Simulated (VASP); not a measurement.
**MgO: single point with LDA**

MgO:

```
CELL_PARAMETERS angstrom
0.00000 2.13515 2.13515
2.13515 0.00000 2.13515
2.13515 2.13515 0.00000
ATOMIC_POSITIONS crystal
Mg 0.97366 0.97366 0.02634
O 0.50000 0.50000 0.50000
```

This cell differs from its parent crystal: all Mg atoms moved +0.113 Å, as atom 1 towards its neighbour atom 2 (O) at 2.135 Å.

```json
{"Program": "VASP 6.6.1", "Task": "single point", "Functional": "LDA", "Potentials or basis": "VASP PAW LDA potentials, release 64 (Mg, O)", "Cutoff": "600 eV", "k mesh": "6 × 6 × 6", "Occupations": "gaussian, width 0.05 eV", "Spin": "no spin polarisation"}
```

* Pressure: -12.4 GPa
* Largest force: 0.505 eV/Å
* Band gap on the k mesh: 4.26 eV, direct

Forces on the atoms (eV/Å):
```
Mg   0.000  0.000  0.505
O    0.000  0.000 -0.505
```

Stress tensor (GPa, compression positive):
```
-13.66   0.00   0.00
  0.00 -13.66   0.00
  0.00   0.00  -9.90
```

Levels at points of the mesh, in eV from the valence-band top:
```csv
k point,band 1,band 2,band 3,band 4,band 5,band 6,band 7,band 8
"(0.00, 0.00, 0.00)",-16.79,-0.02,0.00,0.00,4.26,15.33,15.36,15.36
"(0.50, 0.00, 0.00)",-15.54,-4.51,-0.62,-0.61,7.49,11.89,15.58,15.63
"(0.50, 0.50, 0.00)",-15.29,-3.96,-1.31,-1.31,8.86,9.20,12.49,18.04
"(0.00, 0.50, 0.50)",-15.29,-3.97,-1.32,-1.31,8.89,9.21,12.48,18.01
```

It took 9.2 s on 1 thread of AMD EPYC 7R13 Processor (Zen 3), with other jobs on the host, peak memory 0.1 GiB.

Caveat: the k points lie up to 0.42 Å⁻¹ apart; the cell differs from its parent crystal (all Mg atoms moved +0.113 Å, as atom 1 towards its neighbour atom 2 (O) at 2.135 Å).
